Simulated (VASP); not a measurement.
A run of VASP 6.6.1 is set up as follows.

INCAR

```
PREC = Accurate
ENCUT = 520
EDIFF = 1E-6
ISMEAR = 0
SIGMA = 0.05
LREAL = False
LASPH = True
NELM = 80
ALGO = Normal
ISIF = 2
LWAVE = False
LCHARG = False
GGA = PE
NBANDS = 34
```

The input KPOINTS:

```
Automatic mesh
0
Gamma
  6 6 4
```

Contents of POSCAR:

```
SiO2
1.0
    5.5132877432      0.0000000000      0.0000000000
   -2.7566438716      4.7746472440      0.0000000000
    0.0000000000      0.0000000000      5.1379110507
Si O
3 6
Direct
    0.5000000000      0.0000000000      0.0000000000
    0.5000000000      0.5000000000      0.3333333333
    0.0000000000      0.5000000000      0.6666666667
    0.4159266453      0.2079633227      0.1666666667
    0.2079633227      0.4159266453      0.5000000000
    0.7920366773      0.2079633227      0.8333333333
    0.5840733547      0.7920366773      0.1666666667
    0.7920366773      0.5840733547      0.5000000000
    0.2079633227      0.7920366773      0.8333333333
```

Potentials or basis: VASP PAW PBE potentials, release 64 (Si, O).

Run with:

```sh
$ cat potpaw_PBE.64/Si/POTCAR potpaw_PBE.64/O/POTCAR > POTCAR
$ mpirun -np 1 vasp_std > vasp.out
```

Task: Predict the band gap on the k mesh.

Result: 4.68 eV (least direct gap 5.09 eV).

Task: Estimate the largest force.

Result: 0.639 eV/Å.

Task: Estimate the pressure.

Result: -12.1 GPa.

Forces in eV/Å, atoms in the order of the input:
```
Si   0.000  0.000  0.000
Si   0.000  0.000  0.000
Si   0.000  0.000  0.000
O    0.553  0.320  0.000
O    0.000  0.639  0.000
O   -0.553  0.320  0.000
O   -0.553 -0.320  0.000
O    0.000 -0.639  0.000
O    0.553 -0.320  0.000
```

Caveat: the cell differs from its parent crystal (strain +0.080 along x and y, -0.080 along z); the cell stands under tension. A k mesh can miss the band edges.
